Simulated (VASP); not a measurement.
# V (I4/mmm) in VASP: a series of runs

V is run at these levels: PBE; tasks: single point.

All numbers are computed with VASP 6.6.1; they aren't measurements. Logs are shortened: lines on timing, memory, paths and dates and some standing lists are left out, and cuts for length are marked.

## Step 1: The cell of the first run

The structure is tetragonal, space group I4/mmm (No. 139). Conventional cell: a = 3.026 Å, b = 3.026 Å, c = 2.935 Å, α = 90.00°, β = 90.00°, γ = 90.00°. Within 3.4 Å of V (site symmetry 4/mmm) lie 14 V at 2.59 to 3.03 Å.

## Step 2: Single point, PBE (strain +0.000 along x and y, -0.030 along z)

Contents of INCAR:

```
ALGO     = Fast           # electronic algorithm
EDIFF    = 1E-6           # SCF threshold, eV
ENCUT    = 520            # plane-wave cutoff, eV
GGA      = PE             # functional
ISIF     = 2              # what is computed and relaxed
ISMEAR   = 0              # smearing method
LASPH    = T              # aspherical terms in the spheres
LCHARG   = F              # write CHGCAR
LREAL    = F              # projectors in reciprocal space
LWAVE    = F              # write WAVECAR
NBANDS   = 12             # bands
NELM     = 60             # most SCF steps
PREC     = Accurate       # precision mode
SIGMA    = 0.15           # smearing width, eV
```

Contents of KPOINTS:

```
k-points
0
Gamma
  22 22 22
```

Contents of POSCAR:

```
V
1.0
   -1.5130000000      1.5130000000      1.4676100000
    1.5130000000     -1.5130000000      1.4676100000
    1.5130000000      1.5130000000     -1.4676100000
V
1
Direct
    0.0000000000      0.0000000000      0.0000000000
```

Potentials or basis: VASP PAW PBE potentials, release 64 (V_sv).

Run with:

```bash
$ cat potpaw_PBE.64/V_sv/POTCAR > POTCAR
$ mpirun -np 1 vasp_std > vasp.out
```

OUTCAR:

```text
EDIFF = 1E-6
   ENCUT = 520
   GGA = PE
   ISIF = 2
   ISMEAR = 0
   LASPH = T
   LREAL = F
   NELM = 60
   PREC = Accurate

 ion  position               nearest neighbor table
   1  0.000  0.000  0.000-

  LATTYP: Found a body centered tetragonal cell.
 ALAT       =     3.0260000000
 C/A-ratio  =     0.9700000000

  Lattice vectors:

 A1 = (  -1.5130000000,   1.5130000000,   1.4676100000)
 A2 = (   1.5130000000,  -1.5130000000,   1.4676100000)
 A3 = (   1.5130000000,   1.5130000000,  -1.4676100000)

Analysis of symmetry for initial positions (statically):
=====================================================================
 Subroutine PRICEL returns:
 Original cell was already a primitive cell.

 Routine SETGRP: Setting up the symmetry group for a
 body centered tetragonal supercell.

 Subroutine GETGRP returns: Found 16 space group operations
 (whereof 16 operations were pure point group operations)
 out of a pool of 16 trial point group operations.

The static configuration has the point symmetry D_4h.

Analysis of symmetry for dynamics (positions and initial velocities):
=====================================================================
 Subroutine PRICEL returns:
 Original cell was already a primitive cell.

 Routine SETGRP: Setting up the symmetry group for a
 body centered tetragonal supercell.

 Subroutine GETGRP returns: Found 16 space group operations
 (whereof 16 operations were pure point group operations)
 out of a pool of 16 trial point group operations.

The dynamic configuration has the point symmetry D_4h.

 Subroutine INISYM returns: Found 16 space group operations
 (whereof 16 operations are pure point group operations),
 and found     1 'primitive' translations

----------------------------------------------------------------------------------------

                                     Primitive cell

  volume of cell :      13.4384

  direct lattice vectors                    reciprocal lattice vectors
    -1.513000000  1.513000000  1.467610000     0.000000000  0.330469266  0.340689965
     1.513000000 -1.513000000  1.467610000     0.330469266  0.000000000  0.340689965
     1.513000000  1.513000000 -1.467610000     0.330469266  0.330469266  0.000000000

  length of vectors
     2.594651636  2.594651636  2.594651636     0.474636270  0.474636270  0.467354118

  position of ions in fractional coordinates (direct lattice)
     0.000000000  0.000000000  0.000000000

  ion indices of the primitive-cell ions
   primitive index   ion index
                 1           1

[... 78 lines left out ...]
   ISYM   =      2    0-nonsym 1-usesym 2-fastsym
   POTIM  = 0.5000    time-step for ionic-motion
   TEBEG  =    0.0;   TEEND  =   0.0 temperature during run
   PSTRESS=    0.0 pullay stress
   NELECT =      13.0000    total number of electrons
   NUPDOWN=      -1.0000    fix difference up-down
   EMIN   =  10.00;   EMAX   =-10.00  energy-range for DOS
   EFERMI =   0.00;   METHOD = LEGACY
   ISMEAR =     0;   SIGMA  =   0.15  broadening in eV -4-tet -1-fermi 0-gaus
   EFERMI_NEDOS =   21; number of points for ismear=-14 and -15
   IALGO  =     68    algorithm
   IMIX   =      4    mixing-type and parameters
     AMIX     =   0.40;   BMIX     =  1.00
     AMIX_MAG =   1.60;   BMIX_MAG =  1.00
  volume/ion in A,a.u.               =      13.44        90.69
  Fermi-wavevector in a.u.,A,eV,Ry     =   1.619098  3.059651 35.667374  2.621478
  Thomas-Fermi vector in A             =   2.713254
   LORBIT       =      0    0 simple, 1 ext, 2 COOP (PROOUT), +10 PAW based schemes
   GGA     = PE    functional components
   LHFCALC =     F    Hartree Fock is set to
   AEXX    =    0.0000 exact exchange contribution
   IVDW    =     0    specifies the selected vdW correction
   LEPSILON=     F    determine dielectric tensor
   LRPA    =     F    only Hartree local field effects (RPA)
 non-spin polarized calculation
 RMM-DIIS sequential band-by-band and
 Gauss-broadening in eV      SIGMA  =   0.15
  energy-cutoff  :      520.00
  volume of cell :       13.44
 maximum number of plane-waves:       378
   NGX =  9   NGY =  9   NGZ =  9

 number of electron      12.9999995 magnetization

 Free energy of the ion-electron system (eV)
  ---------------------------------------------------
  ext. energy  EPLUGINS =         0.00000000
  ---------------------------------------------------
  free energy    TOTEN  =        -8.99826495 eV

  energy without entropy =       -8.97763397  energy(sigma->0) =       -8.98794946

 E-fermi :   9.7459     XC(G=0): -12.9169

 val. band max:        9.7451878257   @ k =   0.3636   0.1364   0.1364
 cond. band min:       9.7476894067   @ k =  -0.3636   0.4545   0.0455
 fundamental gap:      0.0025015810
 Fermi energy:         9.7458705621

 k-point     1 :       0.0000    0.0000    0.0000
  band No.  band energies     occupation
      1     -53.9793      2.00000
      2     -27.2768      2.00000
      3     -27.2760      2.00000
      4     -27.2760      2.00000
      5       3.1447      2.00000
      6       9.9890      0.02189
      7      10.2382      0.00000
      8      10.2382      0.00000
      9      12.0128      0.00000
     10      12.3019      0.00000
     11      30.0318      0.00000
     12      30.0318      0.00000
[... 331 lines left out ...]
 k-point    24 :      -0.4545    0.0455    0.0000
  band No.  band energies     occupation
      1     -53.7859      2.00000
      2     -28.1354      2.00000
      3     -27.5570      2.00000
      4     -27.2985      2.00000
      5       6.5921      2.00000
      6       8.5849      2.00000
      7      10.8428      0.00000
      8      12.1985      0.00000
      9      12.6290      0.00000
     10      13.7722      0.00000
     11      20.7413      0.00000
     12      25.7018      0.00000

 [... further k-points ...]
[... 5 lines left out ...]
  --------------------------------------------------------------------------------------
  -------------------------------------------------------------------------------------
  Total       -0.0362797     -0.0362797      0.2709822      0.0000000      0.0000000      0.0000000
  in kB       -4.3253920     -4.3253920     32.3074618      0.0000000      0.0000000      0.0000000
  external PRESSURE =       7.8855593 kB  Pullay stress =       0.0000000 kB

 VOLUME and BASIS-vectors are now :
 -----------------------------------------------------------------------------
  energy-cutoff  :      520.00
  volume of cell :       13.44
      direct lattice vectors                 reciprocal lattice vectors
    -1.513000000  1.513000000  1.467610000     0.000000000  0.330469266  0.340689965
     1.513000000 -1.513000000  1.467610000     0.330469266  0.000000000  0.340689965
     1.513000000  1.513000000 -1.467610000     0.330469266  0.330469266  0.000000000

 POSITION                                       TOTAL-FORCE (eV/Angst)
 -----------------------------------------------------------------------------------
      0.00000      0.00000      0.00000        -0.000000     -0.000000     -0.000000
 -----------------------------------------------------------------------------------
    total drift:                                0.000000     -0.000000      0.000000

  FREE ENERGIE OF THE ION-ELECTRON SYSTEM (eV)
  ---------------------------------------------------
  free  energy   TOTEN  =        -8.9982649514 eV

  energy  without entropy=       -8.9776339748  energy(sigma->0) =       -8.98794946
```

Run time: 66 s. Hardware: 1 thread of Intel Xeon Platinum 8488C (Sapphire Rapids), shared host; peak memory 0.23 GiB.

What came out:

| Property | Result |
| --- | --- |
| Free energy | -8.9983 eV |
| Pressure | 0.8 GPa |
| Band gap on the k mesh | zero (an odd number of electrons rules out a gap without spin polarisation) |

Stress tensor (GPa, compression positive):
```
-0.43  0.00  0.00
 0.00 -0.43  0.00
 0.00  0.00  3.23
```

Levels at points of the mesh, in eV from the Fermi level:
| k point | band 3 | band 4 | band 5 | band 6 | band 7 | band 8 | band 9 | band 10 | band 11 | band 12 |
| --- | --- | --- | --- | --- | --- | --- | --- | --- | --- | --- |
| (0.00, 0.00, 0.00) | -37.02 | -37.02 | -6.60 | 0.24 | 0.49 | 0.49 | 2.27 | 2.56 | 20.29 | 20.29 |
| (0.50, 0.00, 0.00) | -37.31 | -37.04 | -3.20 | -1.24 | 1.73 | 2.46 | 2.87 | 4.12 | 10.28 | 15.78 |
| (0.50, 0.50, 0.00) | -37.29 | -37.02 | -3.17 | -0.94 | 1.47 | 2.23 | 2.70 | 4.09 | 10.01 | 16.16 |
| (0.50, 0.50, 0.50) | -37.66 | -37.60 | -3.05 | -2.97 | 3.70 | 3.70 | 3.77 | 9.88 | 9.88 | 10.90 |

Caveat: the cell differs from its parent crystal (strain +0.000 along x and y, -0.030 along z).

## Step 3: Single point, PBE (strain -0.015 along x and y, +0.000 along z)

Contents of INCAR:

```
SYSTEM = V
PREC = Accurate
ENCUT = 520
EDIFF = 1E-6
ISMEAR = 0
SIGMA = 0.15
LREAL = .False.
LASPH = .True.
NELM = 100
ALGO = Fast
ISIF = 2
LWAVE = .False.
LCHARG = .True.
GGA = PE
LELF = .True.
LVHAR = .True.
NBANDS = 12
```

Contents of KPOINTS:

```
regular mesh
0
Gamma
  22 22 22
  0 0 0
```

Contents of POSCAR:

```
V
1.0
   -1.4903050000      1.4903050000      1.5130000000
    1.4903050000     -1.4903050000      1.5130000000
    1.4903050000      1.4903050000     -1.5130000000
V
1
Direct
    0.0000000000      0.0000000000      0.0000000000
```

Potentials or basis: VASP PAW PBE potentials, release 64 (V_sv).

Run with:

```bash
$ cat potpaw_PBE.64/V_sv/POTCAR > POTCAR
$ mpirun -np 1 vasp_std > vasp.out
```

OUTCAR:

```text
SYSTEM = V
   PREC = Accurate
   ENCUT = 520
   EDIFF = 1E-6
   ISMEAR = 0
   LREAL = .False.
   LASPH = .True.
   NELM = 100
   ISIF = 2
   GGA = PE

 ion  position               nearest neighbor table
   1  0.000  0.000  0.000-

  LATTYP: Found a body centered tetragonal cell.
 ALAT       =     2.9806100000
 C/A-ratio  =     1.0152284264

  Lattice vectors:

[... 531 lines left out ...]
      1     -53.7931      2.00000
      2     -28.1427      2.00000
      3     -27.5523      2.00000
      4     -27.2923      2.00000
      5       6.5969      2.00000
      6       8.7174      2.00000
      7      10.7324      0.00000
      8      12.0902      0.00000
      9      12.5663      0.00000
     10      13.7500      0.00000
     11      20.5609      0.00000
     12      25.8704      0.00000

 [... further k-points ...]
[... 5 lines left out ...]
  --------------------------------------------------------------------------------------
  -------------------------------------------------------------------------------------
  Total        0.1105550      0.1105550     -0.0460513      0.0000000      0.0000000      0.0000000
  in kB       13.1777054     13.1777054     -5.4891219      0.0000000      0.0000000      0.0000000
  external PRESSURE =       6.9554296 kB  Pullay stress =       0.0000000 kB

 VOLUME and BASIS-vectors are now :
 -----------------------------------------------------------------------------
  energy-cutoff  :      520.00
  volume of cell :       13.44
      direct lattice vectors                 reciprocal lattice vectors
    -1.490305000  1.490305000  1.513000000     0.000000000  0.335501793  0.330469266
     1.490305000 -1.490305000  1.513000000     0.335501793  0.000000000  0.330469266
     1.490305000  1.490305000 -1.513000000     0.335501793  0.335501793  0.000000000

 POSITION                                       TOTAL-FORCE (eV/Angst)
 -----------------------------------------------------------------------------------
      0.00000      0.00000      0.00000         0.000000     -0.000000      0.000000
 -----------------------------------------------------------------------------------
    total drift:                                0.000000     -0.000000      0.000000

  FREE ENERGIE OF THE ION-ELECTRON SYSTEM (eV)
  ---------------------------------------------------
  free  energy   TOTEN  =        -9.0006109498 eV

  energy  without entropy=       -8.9799836082  energy(sigma->0) =       -8.99029728
```

stdout:

```text
POSCAR found type information on POSCAR V
 POSCAR found :  1 types and       1 ions
 scaLAPACK will be used
 LDA part: xc-table for (Slater+PW92), standard interpolation
 POSCAR, INCAR and KPOINTS ok, starting setup
 FFT: planning ... GRIDC
 FFT: planning ... GRID_SOFT
 FFT: planning ... GRID
 WAVECAR not read
 entering main loop
```

It took 69 s on 1 thread of Intel Xeon Platinum 8488C (Sapphire Rapids), shared host; peak memory 0.23 GiB.

What came out:

| Item | Value |
| --- | --- |
| Free energy | -9.0006 eV |
| Pressure | 0.7 GPa |
| Band gap on the k mesh | zero (an odd number of electrons rules out a gap without spin polarisation) |

Levels at points of the mesh, in eV from the Fermi level:
```csv
k point,band 4,band 5,band 6,band 7,band 8,band 9,band 10,band 11
"(0.00, 0.00, 0.00)",-37.02,-6.60,0.37,0.37,0.49,2.35,2.49,20.30
"(0.50, 0.00, 0.00)",-37.03,-3.18,-1.09,1.60,2.36,2.77,4.11,10.15
"(0.50, 0.50, 0.00)",-37.04,-3.19,-1.23,1.72,2.51,2.82,4.13,10.28
"(0.50, 0.50, 0.50)",-37.63,-3.03,-2.99,3.70,3.73,3.73,9.89,10.38
```

Caveat: the cell differs from its parent crystal (strain -0.015 along x and y, +0.000 along z).
